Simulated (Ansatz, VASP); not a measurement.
## One calculation of Si4Ge, two programs

```
Si Ge
1.0
    -1.35521    1.35521   10.60788
     1.35521   -1.35521   10.60788
     1.35521    1.35521  -10.60788
Si Ge
4 1
Direct
  0.60972 0.60972 0.00000
  0.20296 0.20296 0.00000
  0.79704 0.79704 0.00000
  0.39028 0.39028 0.00000
  0.00000 0.00000 0.00000
```

Alike in both runs: functional PBE; k mesh 8 × 8 × 8; occupations gaussian, width 0.1 eV; no spin polarisation.

Ansatz relaxed the structure, and its values are those at the end. VASP's run is a single point on that final structure, the one shown.

|  | VASP | Ansatz |
| --- | --- | --- |
| version | VASP 6.6.1 | Ansatz 0.2.0 |
| potentials or method | VASP PAW PBE potentials, release 64 (Si, Ge_d), cutoff 520 eV | scalar-relativistic, plane waves, PAW |
| valence electrons in the cell | 30 | 30 |

|  | VASP | Ansatz | Ansatz less VASP |
| --- | --- | --- | --- |
| gap on the k mesh at the Fermi level (eV) | none | none | - |
| pressure (GPa) | 0.2 | 0.2 | 0.00 |
| rms of the force components (eV/Å) | 0.010 | 0.008 | -0.0014 |

A gap of «none» marks a metal or a gap that the smearing closes. The functional is the same, so the differences come from potentials, cutoffs and numerics.

The k mesh is coarse, so the values compare programs but aren't converged.
